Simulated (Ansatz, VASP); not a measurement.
# One calculation of TiSn5, two programs

```
CELL_PARAMETERS angstrom
2.76884 1.59859 5.93543
-2.76884 1.59859 5.93543
0.00000 -3.19718 5.93543
ATOMIC_POSITIONS crystal
Ti 0.00000 0.00000 0.00000
Sn 0.67290 0.67290 0.67290
Sn 0.32710 0.32710 0.32710
Sn 0.84114 0.84114 0.84114
Sn 0.15886 0.15886 0.15886
Sn 0.50000 0.50000 0.50000
```

Alike in both runs: task single point; functional PBE; k mesh 6 × 6 × 6; occupations gaussian, width 0.1 eV; collinear spin.

|  | VASP | Ansatz |
| --- | --- | --- |
| version | VASP 6.6.1 | Ansatz 0.2.0 |
| potentials or method | VASP PAW PBE potentials, release 64 (Ti_sv, Sn_d), cutoff 520 eV | scalar-relativistic, plane waves, PAW |
| valence electrons in the cell | 82 | 82 |

```csv
,VASP,Ansatz,Ansatz less VASP
gap on the k mesh at the Fermi level (eV),none,none,-
pressure (GPa),0.3,0.3,+0.04
"traceless stress, the component that is largest in VASP (GPa)",0.40,0.39,-0.008
rms of the force components (eV/Å),0.026,0.026,-0.0001
net moment per atom (μB),0.24,0.24,-0.002
size of the moment on the site where the two differ most (μB),1.07,1.08,+0.009
```

Site moments also hang on the region over which each program counts them. Atom by atom the forces differ by 0.000 eV/Å (rms over components). A gap of «none» marks a metal or a gap that the smearing closes.
